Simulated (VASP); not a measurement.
# Cu3Au13 in VASP: notebook, part 2 of 2

VASP 6.6.1.

## (5) Single point, PBE

File INCAR:

```
SYSTEM = Cu3Au13
PREC = Accurate ; ENCUT = 520
EDIFF = 1E-7 ; ISMEAR = -1
SIGMA = 0.1206 ; LREAL = Auto
LASPH = .TRUE. ; NELM = 100
ALGO = Normal ; ISIF = 2
LWAVE = .FALSE. ; LCHARG = .FALSE.
GGA = PE ; ISYM = 0
NBANDS = 102
```

File KPOINTS:

```
Automatic mesh
0
Gamma
  1 1 1
  0.25 0.25 0.25
```

File POSCAR:

```
Cu3Au13
1.0
    6.6859480000      0.0855830000     -0.0615900000
    0.0855830000      6.6105530000     -0.0078460000
   -0.0615900000     -0.0078460000      6.5441010000
Au Cu
13 3
Direct
    0.2142725177      0.4338919522      0.5347732806
    0.2907271567      0.4434226688      0.9522502755
    0.6782007335      0.9018227999     -0.0174778652
    0.7929070687      0.5289731377      0.3532154332
    0.0191168249      0.1869795068      0.2306927180
    0.1954091363      0.8902778268      0.5761482545
    0.2712603483      1.0077366459      0.9851876715
    0.6726392125      0.3142309870      0.0568538452
    0.7735220815      0.9519820756      0.4588715052
    0.9037742395      0.5983150672      0.8108811028
    0.9693934248      0.1711217414      0.7965764224
    0.4505123647      0.1462333129      0.3207067561
    0.3916722884      0.6485269408      0.2828451820
    0.5910927893      0.3002716995      0.6791330599
    0.5164124860      0.7749890345      0.6713251230
    0.0616366474      0.7668276100      0.1689531886
```

Potentials or basis: VASP PAW PBE potentials, release 64 (Au, Cu).

Run with:

```
$ cat potpaw_PBE.64/Au/POTCAR potpaw_PBE.64/Cu/POTCAR > POTCAR
$ mpirun -np 1 vasp_std > vasp.out
```

OUTCAR:

```text
SYSTEM = Cu3Au13
   PREC = Accurate
   ENCUT = 520
   EDIFF = 1E-7
   ISMEAR = -1
   LREAL = Auto
   LASPH = .TRUE.
   NELM = 100
   ISIF = 2
   GGA = PE
   ISYM = 0

 ion  position               nearest neighbor table
   1  0.214  0.434  0.535-  13 2.51   2 2.77  14 2.80  12 2.83   5 2.89  10 2.96  11 2.98   6 3.03
                             4 3.09  15 3.18
   2  0.291  0.443  0.952-  13 2.64   8 2.75   1 2.77  14 2.86  10 2.89   7 2.90  16 2.97  11 3.00
                             5 3.13  12 3.26
   3  0.678  0.902  0.983-  15 2.44  10 2.73   8 2.77   7 2.79  16 2.94  11 2.95  12 3.13   9 3.19
                            13 3.26   5 3.38   9 3.52   4 3.52
   4  0.793  0.529  0.353-   8 2.53  16 2.72  13 2.81   5 2.81   9 2.88  14 2.98   1 3.09  10 3.11
                            12 3.46   3 3.52
   5  0.019  0.187  0.231-   7 2.61   8 2.68   9 2.75   4 2.81  16 2.81  11 2.86   1 2.89  12 2.94
                             2 3.13   6 3.19   3 3.38
   6  0.195  0.890  0.576-  15 2.33  11 2.78  13 2.82   7 2.83  16 2.92   9 2.93  12 2.97   1 3.03
                             5 3.19  10 3.20
   7  0.271  0.008  0.985-  16 2.48  11 2.56   5 2.61  12 2.65   3 2.79   6 2.83   2 2.90  15 3.04
                            13 3.15   8 3.43
   8  0.673  0.314  0.057-  14 2.52   4 2.53  12 2.57   5 2.68   2 2.75   3 2.77  11 2.78  10 2.96
                            13 3.24   7 3.43   9 3.60
   9  0.774  0.952  0.459-  15 2.54  12 2.63   5 2.75   4 2.88   6 2.93  11 2.94  14 2.96  16 2.97
                             3 3.19  10 3.37  13 3.47   3 3.52   8 3.60
  10  0.904  0.598  0.811-   3 2.73  16 2.79  11 2.85   2 2.89  15 2.94   8 2.96   1 2.96  14 3.02
                             4 3.11   6 3.20   9 3.37
  11  0.969  0.171  0.797-   7 2.56  14 2.75   6 2.78   8 2.78  10 2.85   5 2.86   9 2.94   3 2.95
                             1 2.98   2 3.00
  12  0.451  0.146  0.321-   8 2.57   9 2.63   7 2.65  14 2.72   1 2.83   5 2.94   6 2.97   3 3.13
                             2 3.26  13 3.33  13 3.34   4 3.46
  13  0.392  0.649  0.283-  16 2.43   1 2.51   2 2.64  15 2.79   4 2.81   6 2.82   7 3.15   8 3.24
                             3 3.26  12 3.33  12 3.34   9 3.47
  14  0.591  0.300  0.679-   8 2.52  12 2.72  11 2.75   1 2.80   2 2.86   9 2.96   4 2.98  10 3.02

  15  0.516  0.775  0.671-   6 2.33   3 2.44   9 2.54  13 2.79  10 2.94   7 3.04   1 3.18
  16  0.062  0.767  0.169-  13 2.43   7 2.48   4 2.72  10 2.79   5 2.81   6 2.92   3 2.94   9 2.97
                             2 2.97

IMPORTANT INFORMATION: All symmetrisations will be switched off!
[... 134 lines left out ...]
 maximum number of plane-waves:      7795
 NGX is ok and might be reduce to    50
   NGX = 25   NGY = 25   NGZ = 25

 number of electron     176.0000018 magnetization

 Free energy of the ion-electron system (eV)
  ---------------------------------------------------
  ext. energy  EPLUGINS =         0.00000000
  ---------------------------------------------------
  free energy    TOTEN  =       -49.62827869 eV

  energy without entropy =      -49.24972152  energy(sigma->0) =      -49.43900010

 E-fermi :   7.8466     XC(G=0): -11.9400

 val. band max:        7.7754862079   @ k =   0.2500   0.2500   0.2500
 cond. band min:       7.9832051098   @ k =   0.2500   0.2500   0.2500
 fundamental gap:      0.2077189019
 Fermi energy:         7.8466187237

 k-point     1 :       0.2500    0.2500    0.2500
  band No.  band energies     occupation
      1      -0.6858      2.00000
      2       0.6262      2.00000
      3       0.7702      2.00000
      4       0.8422      2.00000
      5       1.0804      2.00000
      6       1.1805      2.00000
[... 92 lines left out ...]
     99      12.0044      0.00000
    100      12.2793      0.00000
 [bands above 100 left out]

------------------------ aborting loop because EDIFF is reached ----------------------------------------

  FORCE on cell =-STRESS in cart. coord.  units (eV):
  Direction    XX          YY          ZZ          XY          YZ          ZX
  --------------------------------------------------------------------------------------
  -------------------------------------------------------------------------------------
  Total       12.2569877      9.0759126      2.5705488      1.6399870      3.7742962      3.3053283
  in kB       67.9131200     50.2875226     14.2428137      9.0867868     20.9124981     18.3140561
  external PRESSURE =      44.1478188 kB  Pullay stress =       0.0000000 kB

 VOLUME and BASIS-vectors are now :
 -----------------------------------------------------------------------------
  energy-cutoff  :      520.00
  volume of cell :      289.16
      direct lattice vectors                 reciprocal lattice vectors
     6.685948000  0.085583000 -0.061590000     0.149605141 -0.001935183  0.001405693
     0.085583000  6.610553000 -0.007846000    -0.001935183  0.151298522  0.000163185
    -0.061590000 -0.007846000  6.544101000     0.001405693  0.000163185  0.152822803

 POSITION                                       TOTAL-FORCE (eV/Angst)
 -----------------------------------------------------------------------------------
      1.43681      2.88241      3.48301        -1.107793     -1.123937      1.172354
      1.92309      2.94868      6.21024        -0.438328      0.264025     -0.623526
      4.55108      6.01188      6.38088         0.548957     -0.091690      0.994882
      5.32485      3.56189      2.25849         0.832984      0.960393      2.017697
      0.12961      1.23586      1.50703         0.273127      0.544854      1.166418
      1.34720      5.89743      3.75135        -2.023031      0.371654     -0.627331
[... 8 lines left out ...]
      3.47769      5.16203      4.35533         1.156911     -1.412809      0.145886
      0.46732      5.07310      1.09583        -1.664308     -0.276773      0.005833
 -----------------------------------------------------------------------------------
    total drift:                                0.000359     -0.001427      0.007663

  FREE ENERGIE OF THE ION-ELECTRON SYSTEM (eV)
  ---------------------------------------------------
  free  energy   TOTEN  =       -49.6282786928 eV

  energy  without entropy=      -49.2497215154  energy(sigma->0) =      -49.43900010
```

OSZICAR:

```text
N       E                     dE             d eps       ncg     rms          rms(c)
DAV:   1     0.198624134725E+04    0.19862E+04   -0.79330E+04   204   0.196E+03
DAV:   2     0.215903434364E+03   -0.17703E+04   -0.16599E+04   218   0.505E+02
DAV:   3    -0.312183142586E+02   -0.24712E+03   -0.21485E+03   216   0.180E+02
DAV:   4    -0.547928425661E+02   -0.23575E+02   -0.22746E+02   304   0.561E+01
DAV:   5    -0.551051901210E+02   -0.31235E+00   -0.31201E+00   288   0.788E+00    0.323E+01
DAV:   6    -0.517930047369E+02    0.33122E+01   -0.36276E+01   296   0.872E+01    0.192E+01
DAV:   7    -0.504561475437E+02    0.13369E+01   -0.18770E+01   248   0.142E+02    0.179E+01
DAV:   8    -0.496925368881E+02    0.76361E+00   -0.43852E+00   288   0.362E+01    0.659E+00
DAV:   9    -0.498523118294E+02   -0.15977E+00   -0.21290E+00   280   0.421E+01    0.416E+00
DAV:  10    -0.496235465664E+02    0.22877E+00   -0.89790E-01   280   0.249E+01    0.394E-01
DAV:  11    -0.496293030824E+02   -0.57565E-02   -0.95586E-02   312   0.254E+00    0.284E-01
DAV:  12    -0.496286751436E+02    0.62794E-03   -0.71087E-03   296   0.170E+00    0.182E-01
DAV:  13    -0.496282872722E+02    0.38787E-03   -0.23479E-03   328   0.106E+00    0.100E-01
DAV:  14    -0.496282753673E+02    0.11905E-04   -0.10477E-03   280   0.327E-01    0.352E-02
DAV:  15    -0.496282791541E+02   -0.37868E-05   -0.13824E-04   280   0.107E-01    0.174E-02
DAV:  16    -0.496282784209E+02    0.73326E-06   -0.17554E-05   288   0.366E-02    0.622E-03
DAV:  17    -0.496282787249E+02   -0.30406E-06   -0.19530E-06   296   0.182E-02    0.167E-03
DAV:  18    -0.496282786928E+02    0.32071E-07   -0.27492E-07   138   0.788E-03
   1 F= -.49628279E+02 E0= -.49439000E+02  d E =-.378557E+00
```

stdout:

```text
POSCAR found type information on POSCAR AuCu
 POSCAR found :  2 types and      16 ions
 scaLAPACK will be used
 LDA part: xc-table for (Slater+PW92), standard interpolation
 POSCAR, INCAR and KPOINTS ok, starting setup
 FFT: planning ... GRIDC
 FFT: planning ... GRID_SOFT
 FFT: planning ... GRID
 WAVECAR not read
 entering main loop
```

It took 1.7 min on 1 thread of Intel Xeon Platinum 8124M at 3.00GHz (Skylake/Cascade Lake), shared host; peak memory 0.35 GiB.

Results:

```
Free energy            : -49.6283 eV
Pressure               : 4.4 GPa
Largest force          : 2.882 eV/Å
Band gap on the k mesh : 0.21 eV
```

Forces on the atoms (eV/Å):
```
Au  -1.108 -1.124  1.172
Au  -0.438  0.264 -0.624
Au   0.549 -0.092  0.995
Au   0.833  0.960  2.018
Au   0.273  0.545  1.166
Au  -2.023  0.372 -0.627
Au   2.146 -1.286 -1.429
Au  -0.265  0.726 -1.676
Au   0.939 -0.435  0.309
Au  -0.112  0.107 -0.283
Au  -1.145  0.445 -1.527
Au  -1.403 -0.177  1.729
Au   2.382  1.382 -0.584
Cu  -0.121  0.004 -0.792
Cu   1.157 -1.413  0.146
Cu  -1.664 -0.277  0.006
```

Caveat: the k points lie up to 0.96 Å⁻¹ apart; spin-orbit coupling is left out, which moves the levels of the heavy elements.
